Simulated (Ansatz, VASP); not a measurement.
# GeSbTe3 in VASP and in Ansatz

```xyz
5
Lattice="4.8636 0.0000 0.0000 0.0000 4.8636 0.0000 0.0000 0.0000 6.1541" Properties=species:S:1:pos:R:3 pbc="T T T"
Ge    2.4318    2.4318    4.0740
Sb    0.0000    0.0000    0.0000
Te    2.4318    2.4318    0.6517
Te    0.0000    2.4318    3.0771
Te    2.4318    0.0000    3.0771
```

Change from the starting cell: species swapped into the NdBPt3 type (P4mm, No. 99).

Alike in both runs: task relaxation of cell and atoms; functional PBE; k mesh 4 × 4 × 4; occupations gaussian, width 0.1 eV; no spin polarisation.

|  | VASP | Ansatz |
| --- | --- | --- |
| version | VASP 6.6.1 | Ansatz 0.2.0 |
| potentials or method | VASP PAW PBE potentials, release 64 (Ge_d, Sb, Te), cutoff 600 eV | scalar-relativistic, plane waves, PAW |
| valence electrons in the cell | 37 | 77 |

|  | VASP | Ansatz | Ansatz less VASP |
| --- | --- | --- | --- |
| gap on the k mesh at the Fermi level, each at its own relaxed structure (eV) | none | none | - |
| relaxed volume (Å³/atom) | 33.75 | 34.35 | +0.596 |
| relaxed length of the cell vector where the two differ most in proportion (Å) | 9.121 | 9.255 | +0.1344 |

A gap of «none» marks a metal or a gap that the smearing closes. VASP's potentials hold 37 valence electrons a cell and Ansatz's 77, so a difference there can come from the potentials and not from the codes.

Neither program's run includes spin-orbit coupling. Noted on VASP's run: the volume moved by over 15 % at a fixed basis, so the end points are rough.
